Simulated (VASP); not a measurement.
Write the native input for VASP 6.6.1 that does the following.

- Task: single point
- Functional: PBEsol
- Potentials or basis: VASP PAW PBE potentials, release 64 (Mo_sv, S)
- Cutoff: 520 eV
- k mesh: 10 × 10 × 2
- Occupations: fermi-dirac, width 0.05 eV
- Spin: no spin polarisation
- Hubbard terms: Mo d U = 5.0 eV
- Dipole correction: no
- Further INCAR settings: ALGO = Normal; EDIFF = 1e-07; NBANDS = 20

The structure of MoS2 lies in POSCAR:

```
MoS2
1.0
    3.1436560126      0.0000000000      0.0000000000
   -1.5718280063      2.7224859677      0.0000000000
    0.0000000000      0.0000000000     17.3367653036
Mo S
1 2
Direct
    0.0000000000      0.0000000000      0.0000000000
    0.3333333333      0.6666666667      0.9102660312
    0.3333333333      0.6666666667      0.0897339688
```

One way to write it, as run:

INCAR

```
SYSTEM = MoS2
PREC     = Accurate       ! precision mode
ENCUT    = 520            ! plane-wave cutoff, eV
EDIFF    = 1E-7           ! SCF threshold, eV
ISMEAR   = -1             ! smearing method
SIGMA    = 0.05           ! smearing width, eV
LREAL    = .False.        ! projectors in reciprocal space
LASPH    = .True.         ! aspherical terms in the spheres
NELM     = 150            ! most SCF steps
ALGO     = Normal         ! electronic algorithm
ISIF     = 2              ! what is computed and relaxed
LWAVE    = .False.        ! write WAVECAR
LCHARG   = .False.        ! write CHGCAR
LMAXMIX  = 4              ! l up to which the mixer works
LDAU     = .True.         ! DFT+U
LDAUTYPE = 2            
LDAUL    = 2 -1           ! shell
LDAUU    = 5 0            ! U, eV
LDAUJ    = 0 0          
LDAUPRINT= 1            
GGA      = PS             ! functional
NBANDS   = 20             ! bands
```

KPOINTS

```
Automatic mesh
0
Gamma
  10 10 2
  0 0 0
```

Potentials or basis: VASP PAW PBE potentials, release 64 (Mo_sv, S).

Launch:

```sh
$ cat potpaw_PBE.64/Mo_sv/POTCAR potpaw_PBE.64/S/POTCAR > POTCAR
$ mpirun -np 1 vasp_std > vasp.out
```

Results of the run:

```json
{
  "Largest force": "0.389 eV/Å",
  "Band gap on the k mesh": "1.96 eV (least direct gap 1.97 eV)"
}
```

Caveat: the PAW data sets were made with another functional, which shifts forces and pressure a little.

Run time: 45 s on 1 thread of Intel(R) Xeon(R) 6975P-C (Granite Rapids) (shared host), peak memory 0.29 GiB.
